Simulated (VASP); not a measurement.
Wanted: the native input for a VASP 6.6.1 run.

* Task: relaxation of cell and atoms
* Functional: PBEsol
* Potentials or basis: VASP PAW PBE potentials, release 64 (B)
* Cutoff: 600 eV
* k mesh: 34 × 34 × 34
* Occupations: gaussian, width 0.1 eV
* Spin: no spin polarisation
* Dipole correction: no
* Further INCAR settings: ALGO = Normal; EDIFF = 1e-06; IBRION = 2; EDIFFG = -0.01; NSW = 100; ISIF = 3

The structure of B lies in POSCAR:

```
B
1.0
   -1.1485694227      1.1485694227      1.1485694227
    1.1485694227     -1.1485694227      1.1485694227
    1.1485694227      1.1485694227     -1.1485694227
B
1
Direct
    0.0000000000      0.0000000000      0.0000000000
```

The input as run:

INCAR

```
SYSTEM = B
PREC = Accurate ; ENCUT = 600
EDIFF = 1E-6 ; ISMEAR = 0
SIGMA = 0.1 ; LREAL = .False.
LASPH = .True. ; NELM = 100
ALGO = Normal ; ISIF = 3
LWAVE = .False. ; LCHARG = .False.
GGA = PS ; IBRION = 2
NSW = 100 ; EDIFFG = -0.01
```

KPOINTS

```
Automatic mesh
0
Gamma
  34 34 34
  0 0 0
```

Potentials or basis: VASP PAW PBE potentials, release 64 (B).

Launch:

```bash
$ cat potpaw_PBE.64/B/POTCAR > POTCAR
$ mpirun -np 1 vasp_std > vasp.out
```

Results of the run:

```yaml
Pressure_after_relaxing: 0.2 GPa
```

Caveat: the relaxation stopped at its first step, so nothing moved; the PAW data sets were made with another functional, which shifts forces and pressure a little.

Run time: 12 s on 1 thread of Intel(R) Xeon(R) Platinum 8259CL CPU @ 2.50GHz (Skylake/Cascade Lake), on a shared host, peak memory 0.15 GiB.
